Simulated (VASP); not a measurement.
# Al2O3 (Pnnm) in VASP: further runs

Al2O3 is run at these levels: PBE; tasks: single point.

Everything below comes from runs of VASP 6.6.1. Logs are shortened: lines on timing, memory, paths and dates and some standing lists are left out, and cuts for length are marked.

## Step 1: The cell of the first run

Symmetry: Pnnm, No. 58, orthorhombic system. Conventional cell: a = 4.335 Å, b = 8.927 Å, c = 3.147 Å, α = 90.00°, β = 90.00°, γ = 90.00°. Al (site symmetry m) has 4 O at 1.55 to 1.82 Å within 2.1 Å. O (site symmetry m) has 3 Al at 1.67 to 1.82 Å within 2.2 Å. Within 2.1 Å of O (site symmetry 2/m) lie 2 Al at 1.55 Å.

## Step 2: Single point, PBE (strain -0.080 along x and y, +0.040 along z)

File INCAR:

```
SYSTEM = Al2O3
ALGO     = Normal         ! electronic algorithm
EDIFF    = 1E-6           ! SCF threshold, eV
ENCUT    = 520            ! plane-wave cutoff, eV
GGA      = PE             ! functional
ISIF     = 2              ! what is computed and relaxed
ISMEAR   = 0              ! smearing method
LASPH    = .True.         ! aspherical terms in the spheres
LCHARG   = .False.        ! write CHGCAR
LREAL    = .False.        ! projectors in reciprocal space
LWAVE    = .False.        ! write WAVECAR
NBANDS   = 35             ! bands
NELM     = 80             ! most SCF steps
PREC     = Accurate       ! precision mode
SIGMA    = 0.05           ! smearing width, eV
```

File KPOINTS:

```
k-points
0
Gamma
  6 4 8
  0 0 0
```

File POSCAR:

```
Al2O3
1.0
    4.3352025006      0.0000000000      0.0000000000
    0.0000000000      8.9272541994      0.0000000000
    0.0000000000      0.0000000000      3.1467401562
Al O
4 6
Direct
    0.4317423466      0.3295573566      0.5000000000
    0.5682576534      0.6704426434      0.5000000000
    0.9317423466      0.1704426434      0.0000000000
    0.0682576534      0.8295573566      0.0000000000
    0.7545470293      0.2269610254      0.5000000000
    0.0000000000      0.0000000000      0.0000000000
    0.7454529707      0.7269610254      0.0000000000
    0.2545470293      0.2730389746      0.0000000000
    0.2454529707      0.7730389746      0.5000000000
    0.5000000000      0.5000000000      0.5000000000
```

Potentials or basis: VASP PAW PBE potentials, release 64 (Al, O).

Started as:

```console
$ cat potpaw_PBE.64/Al/POTCAR potpaw_PBE.64/O/POTCAR > POTCAR
$ mpirun -np 1 vasp_std > vasp.out
```

OUTCAR:

```text
SYSTEM = Al2O3
   EDIFF = 1E-6
   ENCUT = 520
   GGA = PE
   ISIF = 2
   ISMEAR = 0
   LASPH = .True.
   LREAL = .False.
   NELM = 80
   PREC = Accurate

 ion  position               nearest neighbor table
   1  0.432  0.330  0.500-  10 1.55   5 1.67   8 1.82   8 1.82   3 3.03   3 3.03   3 3.03   3 3.03
                             2 3.10
   2  0.568  0.670  0.500-  10 1.55   9 1.67   7 1.82   7 1.82   4 3.03   4 3.03   4 3.03   4 3.03
                             1 3.10
   3  0.932  0.170  0.000-   6 1.55   8 1.67   5 1.82   5 1.82   1 3.03   1 3.03   1 3.03   1 3.03
                             4 3.10
   4  0.068  0.830  0.000-   6 1.55   7 1.67   9 1.82   9 1.82   2 3.03   2 3.03   2 3.03   2 3.03
                             3 3.10
   5  0.755  0.227  0.500-   1 1.67   3 1.82   3 1.82
   6  0.000  0.000  0.000-   3 1.55   4 1.55
   7  0.745  0.727  0.000-   4 1.67   2 1.82   2 1.82
   8  0.255  0.273  0.000-   3 1.67   1 1.82   1 1.82
   9  0.245  0.773  0.500-   2 1.67   4 1.82   4 1.82
  10  0.500  0.500  0.500-   1 1.55   2 1.55

  LATTYP: Found a simple orthorhombic cell.
 ALAT       =     3.1467401562
 B/A-ratio  =     1.3776804837
 C/A-ratio  =     2.8369848657

  Lattice vectors:

 A1 = (   0.0000000000,   0.0000000000,   3.1467401562)
 A2 = (   4.3352025006,   0.0000000000,   0.0000000000)
 A3 = (   0.0000000000,   8.9272541994,   0.0000000000)

Analysis of symmetry for initial positions (statically):
=====================================================================
 Subroutine PRICEL returns:
 Original cell was already a primitive cell.

 Routine SETGRP: Setting up the symmetry group for a
 simple orthorhombic supercell.

 Subroutine GETGRP returns: Found  8 space group operations
 (whereof  4 operations were pure point group operations)
 out of a pool of  8 trial point group operations.

The static configuration has the point symmetry C_2h.
 The point group associated with its full space group is D_2h.

Analysis of symmetry for dynamics (positions and initial velocities):
=====================================================================
 Subroutine PRICEL returns:
 Original cell was already a primitive cell.

 Routine SETGRP: Setting up the symmetry group for a
 simple orthorhombic supercell.

 Subroutine GETGRP returns: Found  8 space group operations
 (whereof  4 operations were pure point group operations)
 out of a pool of  8 trial point group operations.

The dynamic configuration has the point symmetry C_2h.
 The point group associated with its full space group is D_2h.

 Subroutine INISYM returns: Found  8 space group operations
 (whereof  4 operations are pure point group operations),
 and found     1 'primitive' translations

----------------------------------------------------------------------------------------

                                     Primitive cell

  volume of cell :     121.7834

  direct lattice vectors                    reciprocal lattice vectors
     4.335202501  0.000000000  0.000000000     0.230669732  0.000000000  0.000000000
     0.000000000  8.927254199  0.000000000     0.000000000  0.112016526  0.000000000
     0.000000000  0.000000000  3.146740156     0.000000000  0.000000000  0.317789188

  length of vectors
     4.335202501  8.927254199  3.146740156     0.230669732  0.112016526  0.317789188

  position of ions in fractional coordinates (direct lattice)
     0.431742347  0.329557357  0.500000000
     0.568257653  0.670442643  0.500000000
     0.931742347  0.170442643  0.000000000
     0.068257653  0.829557357  0.000000000
     0.754547029  0.226961025  0.500000000
     0.000000000  0.000000000  0.000000000
     0.745452971  0.726961025  0.000000000
     0.254547029  0.273038975  0.000000000
     0.245452971  0.773038975  0.500000000
     0.500000000  0.500000000  0.500000000

  ion indices of the primitive-cell ions
   primitive index   ion index
                 1           1
                 2           2
                 3           3
                 4           4
                 5           5
                 6           6
                 7           7
                 8           8
                 9           9
                10          10

----------------------------------------------------------------------------------------

 KPOINTS: k-points

Automatic generation of k-mesh.
 Grid dimensions read from file:
 generate k-points for:    6    4    8

 Generating k-lattice:

  Cartesian coordinates                     Fractional coordinates (reciprocal lattice)
     0.038444955  0.000000000  0.000000000     0.166666667  0.000000000  0.000000000
     0.000000000  0.028004131  0.000000000     0.000000000  0.250000000  0.000000000
     0.000000000  0.000000000  0.039723649     0.000000000  0.000000000  0.125000000

  Length of vectors
     0.038444955  0.028004131  0.039723649

  Shift w.r.t. Gamma in fractional coordinates (k-lattice)
     0.000000000  0.000000000  0.000000000

 Subroutine IBZKPT returns following result:
 ===========================================

 Found     60 irreducible k-points:

 Following reciprocal coordinates:
            Coordinates               Weight
  0.000000  0.000000  0.000000      1.000000
  0.166667  0.000000  0.000000      2.000000
  0.333333  0.000000  0.000000      2.000000
  0.500000  0.000000  0.000000      1.000000
  0.000000  0.250000  0.000000      2.000000
  0.166667  0.250000  0.000000      4.000000
[... 16 lines left out ...]
  0.333333  0.500000  0.125000      4.000000
  0.500000  0.500000  0.125000      2.000000
 [... further k-points ...]
   k-points           NKPTS =     60   k-points in BZ     NKDIM =     60   number of bands    NBANDS=     35
   number of dos      NEDOS =    301   number of ions     NIONS =     10
   total plane-waves  NPLWV =  53760
   dimension x,y,z NGX =    32 NGY =   70 NGZ =   24
   dimension x,y,z NGXF=    64 NGYF=  140 NGZF=   48
   ions per type =               4   6
   NGX,Y,Z   is equivalent  to a cutoff of  12.27, 13.04, 12.68 a.u.
   NGXF,Y,Z  is equivalent  to a cutoff of  24.54, 26.07, 25.36 a.u.
 SYSTEM =  Al2O3
   PREC   = accura    normal or accurate (medium, high low for compatibility)
   ISTART =      0    job   : 0-new  1-cont  2-samecut
   ICHARG =      2    charge: 1-file 2-atom 10-const
   ISPIN  =      1    spin polarized calculation?
   LNONCOLLINEAR =      F non collinear calculations
   LSORBIT =      F    spin-orbit coupling
   LASPH  =      T    aspherical Exc in radial PAW
   ENCUT  =  520.0 eV  38.22 Ry    6.18 a.u.   8.06 16.60  5.85*2*pi/ulx,y,z
   NELM   =     80;   NELMIN=  2; NELMDL= -5     # of ELM steps
   EDIFF  = 0.1E-05   stopping-criterion for ELM
   LREAL  =      F    real-space projection
   EDIFFG = 0.1E-04   stopping-criterion for IOM
   NSW    =      0    number of steps for IOM
   IBRION =     -1    ionic relax: 0-MD 1-quasi-New 2-CG
   NFREE  =      0    steps in history (QN), initial steepest desc. (CG)
   ISIF   =      2    stress and relaxation
   ISYM   =      2    0-nonsym 1-usesym 2-fastsym
   POTIM  = 0.5000    time-step for ionic-motion
   TEBEG  =    0.0;   TEEND  =   0.0 temperature during run
   PSTRESS=    0.0 pullay stress
   NELECT =      48.0000    total number of electrons
   NUPDOWN=      -1.0000    fix difference up-down
   EMIN   =  10.00;   EMAX   =-10.00  energy-range for DOS
   EFERMI =   0.00;   METHOD = LEGACY
   ISMEAR =     0;   SIGMA  =   0.05  broadening in eV -4-tet -1-fermi 0-gaus
   EFERMI_NEDOS =   21; number of points for ismear=-14 and -15
   IALGO  =     38    algorithm
   IMIX   =      4    mixing-type and parameters
     AMIX     =   0.40;   BMIX     =  1.00
     AMIX_MAG =   1.60;   BMIX_MAG =  1.00
  volume/ion in A,a.u.               =      12.18        82.18
  Fermi-wavevector in a.u.,A,eV,Ry     =   1.200307  2.268252 19.602432  1.440738
  Thomas-Fermi vector in A             =   2.336147
   LORBIT       =      0    0 simple, 1 ext, 2 COOP (PROOUT), +10 PAW based schemes
   GGA     = PE    functional components
   LHFCALC =     F    Hartree Fock is set to
   AEXX    =    0.0000 exact exchange contribution
   IVDW    =     0    specifies the selected vdW correction
   LEPSILON=     F    determine dielectric tensor
   LRPA    =     F    only Hartree local field effects (RPA)
 non-spin polarized calculation
 Gauss-broadening in eV      SIGMA  =   0.05
  energy-cutoff  :      520.00
  volume of cell :      121.78
 maximum number of plane-waves:      3304
   NGX = 17   NGY = 33   NGZ = 11

 number of electron      48.0000004 magnetization

 Free energy of the ion-electron system (eV)
  ---------------------------------------------------
  ext. energy  EPLUGINS =         0.00000000
  ---------------------------------------------------
  free energy    TOTEN  =       -71.46169363 eV

  energy without entropy =      -71.46169363  energy(sigma->0) =      -71.46169363

 E-fermi :   2.5966     XC(G=0):  -9.2794

 val. band max:        2.3640023338   @ k =   0.0000   0.0000   0.0000
 cond. band min:       6.6973846721   @ k =   0.0000   0.0000   0.0000
 fundamental gap:      4.3333823382
 Fermi energy:         2.5965844600

 k-point     1 :       0.0000    0.0000    0.0000
  band No.  band energies     occupation
      1     -16.4138      2.00000
      2     -16.2436      2.00000
      3     -14.8106      2.00000
      4     -14.7739      2.00000
      5     -14.2698      2.00000
      6     -14.0237      2.00000
[... 27 lines left out ...]
     34      15.0815      0.00000
     35      15.3527      0.00000

 k-point     2 :       0.1667    0.0000    0.0000
  band No.  band energies     occupation
      1     -16.3261      2.00000
      2     -16.1577      2.00000
      3     -14.9620      2.00000
      4     -14.8866      2.00000
      5     -14.2235      2.00000
      6     -14.0299      2.00000
[... 828 lines left out ...]
 k-point    24 :       0.5000    0.5000    0.1250
  band No.  band energies     occupation
      1     -15.6505      2.00000
      2     -15.6505      2.00000
      3     -15.5204      2.00000
      4     -15.5204      2.00000
      5     -14.0754      2.00000
      6     -14.0754      2.00000
[... 27 lines left out ...]
     34      14.9065      0.00000
     35      14.9070      0.00000

 [... further k-points ...]

------------------------ aborting loop because EDIFF is reached ----------------------------------------

  FORCE on cell =-STRESS in cart. coord.  units (eV):
  Direction    XX          YY          ZZ          XY          YZ          ZX
  --------------------------------------------------------------------------------------
  -------------------------------------------------------------------------------------
  Total       19.2204563     45.4984730     -1.7398985     -0.0000000      0.0000000      0.0000000
  in kB      252.8634761    598.5759060    -22.8900283     -0.0000000      0.0000000      0.0000000
  external PRESSURE =     276.1831180 kB  Pullay stress =       0.0000000 kB

 VOLUME and BASIS-vectors are now :
 -----------------------------------------------------------------------------
  energy-cutoff  :      520.00
  volume of cell :      121.78
      direct lattice vectors                 reciprocal lattice vectors
     4.335202501  0.000000000  0.000000000     0.230669732  0.000000000  0.000000000
     0.000000000  8.927254199  0.000000000     0.000000000  0.112016526  0.000000000
     0.000000000  0.000000000  3.146740156     0.000000000  0.000000000  0.317789188

 POSITION                                       TOTAL-FORCE (eV/Angst)
 -----------------------------------------------------------------------------------
      1.87169      2.94204      1.57337        -2.840285     -3.540175     -0.000000
      2.46351      5.98521      1.57337         2.840285      3.540175      0.000000
      4.03929      1.52158      0.00000        -2.840285      3.540175      0.000000
      0.29591      7.40567      0.00000         2.840285     -3.540175      0.000000
      3.27111      2.02614      1.57337         1.916920     -1.495782      0.000000
      0.00000      0.00000      0.00000        -0.000000      0.000000      0.000000
      3.23169      6.48977      0.00000        -1.916920     -1.495782     -0.000000
      1.10351      2.43749      0.00000         1.916920      1.495782      0.000000
      1.06409      6.90112      1.57337        -1.916920      1.495782     -0.000000
      2.16760      4.46363      1.57337        -0.000000      0.000000      0.000000
 -----------------------------------------------------------------------------------
    total drift:                               -0.000000      0.000000     -0.000000

  FREE ENERGIE OF THE ION-ELECTRON SYSTEM (eV)
  ---------------------------------------------------
  free  energy   TOTEN  =       -71.4616936304 eV

  energy  without entropy=      -71.4616936304  energy(sigma->0) =      -71.46169363
```

Run time: 2.2 min. Hardware: 1 thread of Intel Xeon Platinum 8488C (Sapphire Rapids), shared host; peak memory 0.32 GiB.

Results:

| Item | Value |
| --- | --- |
| Free energy | -71.4617 eV |
| Pressure | 27.6 GPa |
| Largest force | 4.539 eV/Å |
| Band gap on the k mesh | 4.33 eV |

Forces on the atoms (eV/Å):
```
Al  -2.840 -3.540  0.000
Al   2.840  3.540  0.000
Al  -2.840  3.540  0.000
Al   2.840 -3.540  0.000
O    1.917 -1.496  0.000
O    0.000  0.000  0.000
O   -1.917 -1.496  0.000
O    1.917  1.496  0.000
O   -1.917  1.496  0.000
O    0.000  0.000  0.000
```

Stress tensor (GPa, compression positive):
```
25.29  0.00  0.00
 0.00 59.86  0.00
 0.00  0.00 -2.29
```

Levels at points of the mesh, in eV from the valence-band top:
```
           k point  band 22  band 23  band 24  band 25  band 26  band 27
(0.00, 0.00, 0.00)    -0.43    -0.29     0.00     4.33     6.02     6.59
(0.50, 0.00, 0.00)    -0.71    -0.34    -0.34     6.91     6.91     7.39
(0.00, 0.50, 0.00)    -0.38    -0.36    -0.36     5.02     5.02     6.84
(0.50, 0.50, 0.00)    -0.58    -0.34    -0.34     6.93     6.93     7.24
(0.00, 0.00, 0.50)    -0.96    -0.65    -0.65     8.39     8.39     8.45
(0.50, 0.00, 0.50)    -1.37    -0.43    -0.43     8.14     8.14     9.44
(0.00, 0.50, 0.50)    -1.40    -0.34    -0.34     8.14     8.14     8.72
(0.50, 0.50, 0.50)    -1.03    -0.71    -0.71     8.20     8.20     9.43
```

Caveat: the cell differs from its parent crystal (strain -0.080 along x and y, +0.040 along z); the cell stands under pressure; forces of over 1 eV/Å act on the atoms, so gaps and moduli don't describe the material at rest.

## Step 3: Single point, PBE (strain -0.080 along x and y, +0.080 along z)

File INCAR:

```
PREC = Accurate
ENCUT = 520
EDIFF = 1E-6
ISMEAR = 0
SIGMA = 0.05
LREAL = False
LASPH = True
NELM = 60
ALGO = Normal
ISIF = 2
LWAVE = False
LCHARG = False
GGA = PE
NBANDS = 35
```

File KPOINTS:

```
regular mesh
0
Gamma
  6 4 8
```

POSCAR, as its differences from that of step 2:

```diff
@@ -4,3 +4,3 @@
     0.0000000000      8.9272541994      0.0000000000
-    0.0000000000      0.0000000000      3.1467401562
+    0.0000000000      0.0000000000      3.2677686238
 Al O
```

Potentials or basis: VASP PAW PBE potentials, release 64 (Al, O).

Started as:

```console
$ cat potpaw_PBE.64/Al/POTCAR potpaw_PBE.64/O/POTCAR > POTCAR
$ mpirun -np 1 vasp_std > vasp.out
```

Run time: 2.1 min. Hardware: 1 thread of Intel Xeon Platinum 8488C (Sapphire Rapids), shared host; peak memory 0.33 GiB.

The run converged. Its results:

```
Free energy            : -71.2362 eV
Pressure               : 21.3 GPa
Largest force          : 4.955 eV/Å
Band gap on the k mesh : 4.01 eV
```

Forces on the atoms (eV/Å):
```
Al  -3.099 -3.866  0.000
Al   3.099  3.866  0.000
Al  -3.099  3.866  0.000
Al   3.099 -3.866  0.000
O    2.256 -1.757  0.000
O    0.000  0.000  0.000
O   -2.256 -1.757  0.000
O    2.256  1.757  0.000
O   -2.256  1.757  0.000
O    0.000  0.000  0.000
```

Stress tensor (GPa, compression positive):
```
 20.41   0.00   0.00
  0.00  56.46   0.00
  0.00   0.00 -12.96
```

Levels at points of the mesh, in eV from the valence-band top:
```
           k point  band 21  band 22  band 23  band 24  band 25  band 26  band 27  band 28
(0.00, 0.00, 0.00)    -0.81    -0.65    -0.50     0.00     4.01     5.51     6.14     6.66
(0.50, 0.00, 0.00)    -0.69    -0.69    -0.55    -0.55     6.57     6.57     6.97     6.97
(0.00, 0.50, 0.00)    -0.57    -0.57    -0.35    -0.35     4.65     4.65     6.39     6.39
(0.50, 0.50, 0.00)    -0.56    -0.56    -0.55    -0.55     6.55     6.55     6.90     6.90
(0.00, 0.00, 0.50)    -0.90    -0.90    -0.68    -0.68     8.19     8.19     8.26     8.26
(0.50, 0.00, 0.50)    -1.35    -1.35    -0.41    -0.41     8.07     8.07     9.23     9.23
(0.00, 0.50, 0.50)    -1.43    -1.43    -0.34    -0.34     8.04     8.04     8.36     8.36
(0.50, 0.50, 0.50)    -0.97    -0.97    -0.72    -0.72     8.13     8.13     9.21     9.21
```

Caveat: the cell differs from its parent crystal (strain -0.080 along x and y, +0.080 along z); the cell stands under pressure; forces of over 1 eV/Å act on the atoms, so gaps and moduli don't describe the material at rest. A k mesh can miss the band edges.

## Step 4: Single point, PBE (strain +0.000 along x and y, -0.080 along z)

File INCAR:

```
PREC = Accurate
ENCUT = 520
EDIFF = 1E-6
ISMEAR = 0
SIGMA = 0.05
LREAL = F
LASPH = T
NELM = 60
ALGO = Normal
ISIF = 2
LWAVE = F
LCHARG = F
GGA = PE
NBANDS = 35
```

KPOINTS is that of step 3.

POSCAR, as its differences from that of step 3:

```diff
@@ -2,5 +2,5 @@
 1.0
-    4.3352025006      0.0000000000      0.0000000000
-    0.0000000000      8.9272541994      0.0000000000
-    0.0000000000      0.0000000000      3.2677686238
+    4.7121766311      0.0000000000      0.0000000000
+    0.0000000000      9.7035371733      0.0000000000
+    0.0000000000      0.0000000000      2.7836547536
 Al O
```

Started as:

```console
$ cat potpaw_PBE.64/Al/POTCAR potpaw_PBE.64/O/POTCAR > POTCAR
$ mpirun -np 1 vasp_std > vasp.out
```

Run time: 2.3 min. Hardware: 1 thread of Intel Xeon Platinum 8488C (Sapphire Rapids), shared host; peak memory 0.34 GiB.

It converged, with:

- Free energy: -73.0023 eV
- Pressure: 14.8 GPa
- Largest force: 1.594 eV/Å
- Band gap on the k mesh: 3.28 eV

Forces in eV/Å, atoms in the order of the input:
```
Al   1.178  1.065  0.000
Al  -1.178 -1.065  0.000
Al   1.178 -1.065  0.000
Al  -1.178  1.065  0.000
O   -1.289  0.938  0.000
O    0.000  0.000  0.000
O    1.289  0.938  0.000
O   -1.289 -0.938  0.000
O    1.289 -0.938  0.000
O    0.000  0.000  0.000
```

Stress tensor (GPa, compression positive):
```
 8.60  0.00  0.00
 0.00  2.74  0.00
 0.00  0.00 32.98
```

Levels at points of the mesh, in eV from the valence-band top:
```tsv
k point	band 21	band 22	band 23	band 24	band 25	band 26	band 27	band 28
(0.00, 0.00, 0.00)	-1.90	-1.17	-0.04	0.00	3.28	5.29	5.99	6.72
(0.50, 0.00, 0.00)	-1.68	-1.68	-0.01	-0.01	5.69	5.69	6.59	6.59
(0.00, 0.50, 0.00)	-1.50	-1.50	-0.02	-0.02	4.02	4.02	6.90	6.90
(0.50, 0.50, 0.00)	-1.60	-1.60	-0.01	-0.01	5.63	5.63	6.34	6.34
(0.00, 0.00, 0.50)	-2.29	-2.29	-1.14	-1.14	6.35	6.35	7.31	7.31
(0.50, 0.00, 0.50)	-2.31	-2.31	-1.18	-1.18	6.13	6.13	7.83	7.83
(0.00, 0.50, 0.50)	-2.34	-2.34	-1.09	-1.09	6.25	6.25	7.56	7.56
(0.50, 0.50, 0.50)	-2.35	-2.35	-1.22	-1.22	6.29	6.29	7.59	7.59
```

Caveat: the cell differs from its parent crystal (strain +0.000 along x and y, -0.080 along z); the cell stands under pressure; forces of over 1 eV/Å act on the atoms, so gaps and moduli don't describe the material at rest. A k mesh can miss the band edges.

[end of part 1 of 2]
